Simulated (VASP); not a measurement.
Set up this calculation in VASP 6.6.1, as the native input.

* Task: relaxation of cell and atoms
* Functional: PBE
* Potentials or basis: VASP PAW PBE potentials, release 64 (Ti_sv, C)
* Cutoff: 600 eV
* k mesh: 6 × 6 × 4
* Occupations: gaussian, width 0.1 eV
* Spin: no spin polarisation
* Dipole correction: no
* Further INCAR settings: ALGO = Normal; EDIFF = 1e-06; IBRION = 2; EDIFFG = -0.04; NSW = 90; ISIF = 3

The structure of TiC lies in POSCAR:

```
TiC
1.0
    3.9555860100      0.0000000000      0.0000000000
   -1.9777930000      3.4256379700      0.0000000000
    0.0000000000      0.0000000000      4.8532868900
Ti C
2 2
Direct
    0.3333333300      0.6666666700      0.0000000000
    0.6666666700      0.3333333300      0.0000000000
    0.3333333300      0.6666666700      0.5000000000
    0.6666666700      0.3333333300      0.5000000000
```

The input as run:

INCAR

```
PREC = Accurate
ENCUT = 600
EDIFF = 1E-6
ISMEAR = 0
SIGMA = 0.1
LREAL = F
LASPH = T
NELM = 60
ALGO = Normal
ISIF = 3
LWAVE = F
LCHARG = F
GGA = PE
IBRION = 2
NSW = 90
EDIFFG = -0.04
```

KPOINTS

```
regular mesh
0
Gamma
  6 6 4
```

Potentials or basis: VASP PAW PBE potentials, release 64 (Ti_sv, C).

Run with:

```sh
$ cat potpaw_PBE.64/Ti_sv/POTCAR potpaw_PBE.64/C/POTCAR > POTCAR
$ mpirun -np 1 vasp_std > vasp.out
```

Results of the run:

```yaml
Relaxed_volume: 17.64 Å³/atom
Relaxed_cell: a = 4.413 Å, b = 4.413 Å, c = 4.185 Å, α = 90.00°, β = 90.00°, γ = 120.00°
Space_group_after_relaxing_to_0.05_Å: P6/mmm (No. 191)
Energy_gained_by_relaxing: 503.0 meV/atom
Ionic_steps: 12
Pressure_after_relaxing: -0.2 GPa
Band_gap_on_the_k_mesh: zero (band 16 reaches 4.21 eV, above the bottom of band 17 at 3.61 eV)
```

Run time: 2.4 min on 1 thread of Intel(R) Xeon(R) 6975P-C (Granite Rapids), on a shared host, peak memory 0.22 GiB.
